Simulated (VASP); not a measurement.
# PN in VASP: single point with PBE

Aim: the single point of PN with PBE.

All numbers are computed with VASP 6.6.1; they aren't measurements. Logs are shortened: lines on timing, memory, paths and dates and some standing lists are left out, and cuts for length are marked.

## Step 1: The cell of the first run

The typed cell holds 8 atoms: a = 2.732 Å, b = 7.225 Å, c = 7.328 Å, α = 103.65°, β = 89.04°, γ = 90.10°.

## Step 2: Single point, PBE

INCAR reads:

```
PREC = Accurate ; ENCUT = 520
EDIFF = 1E-6 ; ISMEAR = 0
SIGMA = 0.2 ; LREAL = F
LASPH = T ; NELM = 100
ALGO = Normal ; ISIF = 2
LWAVE = F ; LCHARG = F
GGA = PE ; NBANDS = 30
```

KPOINTS reads:

```
Automatic mesh
0
Gamma
  8 4 4
```

POSCAR reads:

```
PN
1.0
   -0.0022865405     -0.0227939712     -2.7320313100
    7.2251517016     -0.0388036641      0.0062900619
   -1.7677368237     -7.1117712414     -0.0620751525
P N
4 4
Direct
    0.0043224597      0.1013742478      0.4014232300
    0.0043273230      0.6014106833      0.4013757800
   -0.0043228286      0.3985920523      0.5985637308
   -0.0043279111      0.8985748922      0.5986391236
    0.5096623644      0.0722922327      0.2799059935
    0.5096658819      0.5724031712      0.2798576914
    0.4903406069      0.4277017919      0.7200809551
    0.4903321038      0.9276509285      0.7201534956
```

Potentials or basis: VASP PAW PBE potentials, release 64 (P, N).

The run is started by

```
cat potpaw_PBE.64/P/POTCAR potpaw_PBE.64/N/POTCAR > POTCAR
mpirun -np 1 vasp_std > vasp.out
```

OUTCAR:

```text
PREC = Accurate
   ENCUT = 520
   EDIFF = 1E-6
   ISMEAR = 0
   LREAL = F
   LASPH = T
   NELM = 100
   ISIF = 2
   GGA = PE

 ion  position               nearest neighbor table
   1  0.004  0.101  0.401-   5 1.62   5 1.62   3 2.29   4 2.29
   2  0.004  0.601  0.401-   6 1.62   6 1.62   4 2.29   3 2.29
   3  0.996  0.399  0.599-   7 1.62   7 1.62   1 2.29   2 2.29
   4  0.996  0.899  0.599-   8 1.62   8 1.62   2 2.29   1 2.29
   5  0.510  0.072  0.280-   1 1.62   1 1.62
   6  0.510  0.572  0.280-   2 1.62   2 1.62
   7  0.490  0.428  0.720-   3 1.62   3 1.62
   8  0.490  0.928  0.720-   4 1.62   4 1.62

  LATTYP: Found a triclinic cell.
 ALAT       =     7.3284402837
 B/A-ratio  =     0.9859203813
 C/A-ratio  =     0.3728115734
 COS(alpha) =     0.0016626249
 COS(beta)  =     0.0167682988
 COS(gamma) =     0.2360079990

  Lattice vectors:

 A1 = (  -1.7677368237,  -7.1117712414,  -0.0620751525)
 A2 = (  -7.2251517016,   0.0388036641,  -0.0062900619)
 A3 = (  -0.0022865405,  -0.0227939712,  -2.7320313100)

Analysis of symmetry for initial positions (statically):
=====================================================================
 Subroutine PRICEL returns:
 Original cell was already a primitive cell.

 Routine SETGRP: Setting up the symmetry group for a
 triclinic supercell.

 Subroutine GETGRP returns: Found  1 space group operations
 (whereof  1 operations were pure point group operations)
 out of a pool of  2 trial point group operations.

The static configuration has the point symmetry C_1 .

Analysis of symmetry for dynamics (positions and initial velocities):
=====================================================================
 Subroutine PRICEL returns:
 Original cell was already a primitive cell.

 Routine SETGRP: Setting up the symmetry group for a
 triclinic supercell.

 Subroutine GETGRP returns: Found  1 space group operations
 (whereof  1 operations were pure point group operations)
 out of a pool of  2 trial point group operations.

The dynamic configuration has the point symmetry C_1 .

 Subroutine INISYM returns: Found  1 space group operations
 (whereof  1 operations are pure point group operations),
 and found     1 'primitive' translations

----------------------------------------------------------------------------------------

                                     Primitive cell

  volume of cell :     140.5590

  direct lattice vectors                    reciprocal lattice vectors
    -0.002286540 -0.022793971 -2.732031310     0.000335391  0.003111741 -0.366054259
     7.225151702 -0.038803664  0.006290062     0.138220724 -0.034358315  0.000170977
    -1.767736824 -7.111771241 -0.062075153    -0.000755243 -0.140434452  0.001172309

  length of vectors
     2.732127353  7.225258639  7.328440284     0.366067638  0.142427144  0.140441376

  position of ions in fractional coordinates (direct lattice)
     0.004322460  0.101374248  0.401423230
     0.004327323  0.601410683  0.401375780
     0.995677171  0.398592052  0.598563731
     0.995672089  0.898574892  0.598639124
     0.509662364  0.072292233  0.279905994
     0.509665882  0.572403171  0.279857691
     0.490340607  0.427701792  0.720080955
     0.490332104  0.927650929  0.720153496

  ion indices of the primitive-cell ions
   primitive index   ion index
                 1           1
                 2           2
                 3           3
                 4           4
                 5           5
                 6           6
                 7           7
                 8           8

----------------------------------------------------------------------------------------

 KPOINTS: Automatic mesh

Automatic generation of k-mesh.
 Grid dimensions read from file:
 generate k-points for:    8    4    4

 Generating k-lattice:

  Cartesian coordinates                     Fractional coordinates (reciprocal lattice)
     0.000041924  0.000388968 -0.045756782     0.125000000 -0.000000000  0.000000000
     0.034555181 -0.008589579  0.000042744    -0.000000000  0.250000000  0.000000000
    -0.000188811 -0.035108613  0.000293077    -0.000000000 -0.000000000  0.250000000

  Length of vectors
     0.045758455  0.035606786  0.035110344

  Shift w.r.t. Gamma in fractional coordinates (k-lattice)
     0.000000000  0.000000000  0.000000000

 Subroutine IBZKPT returns following result:
 ===========================================

 Found     68 irreducible k-points:

 Following reciprocal coordinates:
            Coordinates               Weight
  0.000000  0.000000  0.000000      1.000000
  0.125000  0.000000  0.000000      2.000000
  0.250000  0.000000  0.000000      2.000000
  0.375000  0.000000  0.000000      2.000000
  0.500000  0.000000  0.000000      1.000000
  0.000000  0.250000  0.000000      2.000000
[... 16 lines left out ...]
  0.500000  0.000000  0.250000      2.000000
 -0.375000  0.000000  0.250000      2.000000
 [... further k-points ...]
   k-points           NKPTS =     68   k-points in BZ     NKDIM =     68   number of bands    NBANDS=     30
   number of dos      NEDOS =    301   number of ions     NIONS =      8
   total plane-waves  NPLWV =  60480
   dimension x,y,z NGX =    20 NGY =   54 NGZ =   56
   dimension x,y,z NGXF=    40 NGYF=  108 NGZF=  112
   ions per type =               4   4
   NGX,Y,Z   is equivalent  to a cutoff of  12.17, 12.42, 12.70 a.u.
   NGXF,Y,Z  is equivalent  to a cutoff of  24.34, 24.85, 25.41 a.u.
 SYSTEM =  unknown system
   PREC   = accura    normal or accurate (medium, high low for compatibility)
   ISTART =      0    job   : 0-new  1-cont  2-samecut
   ICHARG =      2    charge: 1-file 2-atom 10-const
   ISPIN  =      1    spin polarized calculation?
   LNONCOLLINEAR =      F non collinear calculations
   LSORBIT =      F    spin-orbit coupling
   LASPH  =      T    aspherical Exc in radial PAW
   ENCUT  =  520.0 eV  38.22 Ry    6.18 a.u.   5.08 13.43 13.63*2*pi/ulx,y,z
   NELM   =    100;   NELMIN=  2; NELMDL= -5     # of ELM steps
   EDIFF  = 0.1E-05   stopping-criterion for ELM
   LREAL  =      F    real-space projection
   EDIFFG = 0.1E-04   stopping-criterion for IOM
   NSW    =      0    number of steps for IOM
   IBRION =     -1    ionic relax: 0-MD 1-quasi-New 2-CG
   NFREE  =      0    steps in history (QN), initial steepest desc. (CG)
   ISIF   =      2    stress and relaxation
   ISYM   =      2    0-nonsym 1-usesym 2-fastsym
   POTIM  = 0.5000    time-step for ionic-motion
   TEBEG  =    0.0;   TEEND  =   0.0 temperature during run
   PSTRESS=    0.0 pullay stress
   NELECT =      40.0000    total number of electrons
   NUPDOWN=      -1.0000    fix difference up-down
   EMIN   =  10.00;   EMAX   =-10.00  energy-range for DOS
   EFERMI =   0.00;   METHOD = LEGACY
   ISMEAR =     0;   SIGMA  =   0.20  broadening in eV -4-tet -1-fermi 0-gaus
   EFERMI_NEDOS =   21; number of points for ismear=-14 and -15
   IALGO  =     38    algorithm
   IMIX   =      4    mixing-type and parameters
     AMIX     =   0.40;   BMIX     =  1.00
     AMIX_MAG =   1.60;   BMIX_MAG =  1.00
  volume/ion in A,a.u.               =      17.57       118.57
  Fermi-wavevector in a.u.,A,eV,Ry     =   1.076817  2.034889 15.776432  1.159535
  Thomas-Fermi vector in A             =   2.212712
   LORBIT       =      0    0 simple, 1 ext, 2 COOP (PROOUT), +10 PAW based schemes
   GGA     = PE    functional components
   LHFCALC =     F    Hartree Fock is set to
   AEXX    =    0.0000 exact exchange contribution
   IVDW    =     0    specifies the selected vdW correction
   LEPSILON=     F    determine dielectric tensor
   LRPA    =     F    only Hartree local field effects (RPA)
 non-spin polarized calculation
 Gauss-broadening in eV      SIGMA  =   0.20
  energy-cutoff  :      520.00
  volume of cell :      140.56
 maximum number of plane-waves:      3820
   NGX = 11   NGY = 27   NGZ = 27

 number of electron      39.9999997 magnetization

 Free energy of the ion-electron system (eV)
  ---------------------------------------------------
  ext. energy  EPLUGINS =         0.00000000
  ---------------------------------------------------
  free energy    TOTEN  =       -54.37726422 eV

  energy without entropy =      -54.37096376  energy(sigma->0) =      -54.37411399

 E-fermi :   2.9567     XC(G=0):  -8.1707

 val. band max:        2.7824790724   @ k =   0.1250   0.0000   0.0000
 cond. band min:       3.1537202309   @ k =   0.1250  -0.0000   0.5000
 fundamental gap:      0.3712411585
 Fermi energy:         2.9567478951

 k-point     1 :       0.0000    0.0000    0.0000
  band No.  band energies     occupation
      1     -17.0255      2.00000
      2     -16.2307      2.00000
      3     -16.2274      2.00000
      4     -15.8089      2.00000
      5      -7.8736      2.00000
      6      -7.2509      2.00000
[... 22 lines left out ...]
     29       9.8985      0.00000
     30       9.9886      0.00000

 k-point     2 :       0.1250    0.0000    0.0000
  band No.  band energies     occupation
      1     -16.7801      2.00000
      2     -16.0037      2.00000
      3     -16.0003      2.00000
      4     -15.5955      2.00000
      5      -7.9045      2.00000
      6      -7.1264      2.00000
[... 22 lines left out ...]
     29       9.8226      0.00000
     30       9.8984      0.00000

 k-point     3 :       0.2500    0.0000    0.0000
  band No.  band energies     occupation
      1     -16.0646      2.00000
      2     -15.3521      2.00000
      3     -15.3484      2.00000
      4     -14.9900      2.00000
      5      -8.6689      2.00000
      6      -7.4885      2.00000
[... 682 lines left out ...]
     29      10.2438      0.00000
     30      11.1554      0.00000

 k-point    24 :      -0.3750    0.0000    0.2500
  band No.  band energies     occupation
      1     -14.9831      2.00000
      2     -14.4206      2.00000
      3     -14.4194      2.00000
      4     -14.1590      2.00000
      5     -10.4191      2.00000
      6      -9.1350      2.00000
[... 22 lines left out ...]
     29      10.4497      0.00000
     30      11.1421      0.00000

 [... further k-points ...]

------------------------ aborting loop because EDIFF is reached ----------------------------------------

  FORCE on cell =-STRESS in cart. coord.  units (eV):
  Direction    XX          YY          ZZ          XY          YZ          ZX
  --------------------------------------------------------------------------------------
  -------------------------------------------------------------------------------------
  Total       -0.0277390     -0.4255119     -0.8060838     -0.0070329      0.0018736     -0.0484292
  in kB       -0.3161860     -4.8502446     -9.1882358     -0.0801653      0.0213565     -0.5520254
  external PRESSURE =      -4.7848888 kB  Pullay stress =       0.0000000 kB

 VOLUME and BASIS-vectors are now :
 -----------------------------------------------------------------------------
  energy-cutoff  :      520.00
  volume of cell :      140.56
      direct lattice vectors                 reciprocal lattice vectors
    -0.002286540 -0.022793971 -2.732031310     0.000335391  0.003111741 -0.366054259
     7.225151702 -0.038803664  0.006290062     0.138220724 -0.034358315  0.000170977
    -1.767736824 -7.111771241 -0.062075153    -0.000755243 -0.140434452  0.001172309

 POSITION                                       TOTAL-FORCE (eV/Angst)
 -----------------------------------------------------------------------------------
      0.02282     -2.85886     -0.03609         0.000572      0.097326     -0.001150
      3.63575     -2.87793     -0.03295         0.001237      0.097372     -0.000972
      1.81951     -4.29501     -2.75487        -0.000867     -0.097278      0.000827
      5.43183     -4.31495     -2.75172        -0.000321     -0.096920      0.001147
      0.02636     -2.00505     -1.40933        -0.000713     -0.105575      0.000762
      3.63982     -2.02411     -1.40619        -0.001840     -0.106020      0.000609
      1.81618     -5.14882     -1.38163         0.000870      0.105517     -0.000420
      5.42826     -5.16874     -1.37847         0.001061      0.105577     -0.000803
 -----------------------------------------------------------------------------------
    total drift:                               -0.000000      0.000013     -0.000001

  FREE ENERGIE OF THE ION-ELECTRON SYSTEM (eV)
  ---------------------------------------------------
  free  energy   TOTEN  =       -54.3772642231 eV

  energy  without entropy=      -54.3709637594  energy(sigma->0) =      -54.37411399
```

Run time: 4.6 min. Hardware: 1 thread of Intel Xeon Platinum 8259CL at 2.50GHz (Skylake/Cascade Lake), shared host; peak memory 0.36 GiB.

Results:

```yaml
Free_energy: -54.3773 eV
Pressure: -0.5 GPa
Largest_force: 0.106 eV/Å
Band_gap_on_the_k_mesh: 0.37 eV
```

Forces in eV/Å, atoms in the order of the input:
```
P    0.001  0.097 -0.001
P    0.001  0.097 -0.001
P   -0.001 -0.097  0.001
P    0.000 -0.097  0.001
N   -0.001 -0.106  0.001
N   -0.002 -0.106  0.001
N    0.001  0.106  0.000
N    0.001  0.106 -0.001
```
